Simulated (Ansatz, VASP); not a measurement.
WC: VASP beside Ansatz

The input INCAR:

```
SYSTEM = WC
PREC = Accurate
ENCUT = 600
EDIFF = 1E-7
ISMEAR = 0
SIGMA = 0.2
LREAL = .False.
LASPH = .True.
NELM = 120
ALGO = Normal
ISIF = 3
LWAVE = .False.
LCHARG = .False.
GGA = PE
IBRION = 2
NSW = 36
EDIFFG = -0.08
GGA_COMPAT = .False.
NELMIN = 4
```

File KPOINTS:

```
Automatic mesh
0
Gamma
  6 6 6
  0 0 0
```

File POSCAR:

```
WC
1.0
    3.1638529300      0.0000000000      0.0000000000
    0.0000000000      3.1638529300      0.0000000000
    0.0000000000      0.0000000000      3.1638529300
W C
1 1
Direct
    0.0000000000      0.0000000000      0.0000000000
    0.5000000000      0.5000000000      0.5000000000
```

Input for Ansatz:

```yaml
crystal:
  lattice:
    - [3.16385293, 0.0, 0.0]
    - [0.0, 3.16385293, 0.0]
    - [0.0, 0.0, 3.16385293]
  atoms:
    - { symbol: W, position: [0.0, 0.0, 0.0] }
    - { symbol: C, position: [0.5, 0.5, 0.5] }
basis:
  ecutwfc: 420
kpoints:
  mp_grid: { grid: [6, 6, 6] }
hamiltonian:
  xc: pbe
scf:
  occupations: { method: gaussian, width: 0.2 }
  lower_state_search: "off"
output:
  forces: true
  stress: true
  eigenvalues: true
relax:
  adjacent_minimum: "off"
  f_tol: 0.08
  max_steps: 16
  cell: { stress_tol: 0.8 }
```

Alike in both runs: task relaxation of cell and atoms; functional PBE; k mesh 6 × 6 × 6; occupations gaussian, width 0.2 eV; no spin polarisation.

|  | VASP | Ansatz |
| --- | --- | --- |
| version | VASP 6.6.1 | Ansatz 0.2.0 |
| potentials or method | VASP PAW PBE potentials, release 64 (W_sv, C), cutoff 600 eV | scalar-relativistic, plane waves, PAW |
| valence electrons in the cell | 18 | 18 |

```tsv
	VASP	Ansatz	Ansatz less VASP
gap on the k mesh at the Fermi level, each at its own relaxed structure (eV)	none	none	-
relaxed volume (Å³/atom)	10.15	10.11	-0.039
relaxed cell length with the largest relative difference (Å)	2.728	2.724	-0.0035
```

A gap of «none» marks a metal or a gap that the smearing closes.

Neither program's run includes spin-orbit coupling. Noted on VASP's run: the volume moved by over 15 % at a fixed basis, so the end points are rough.
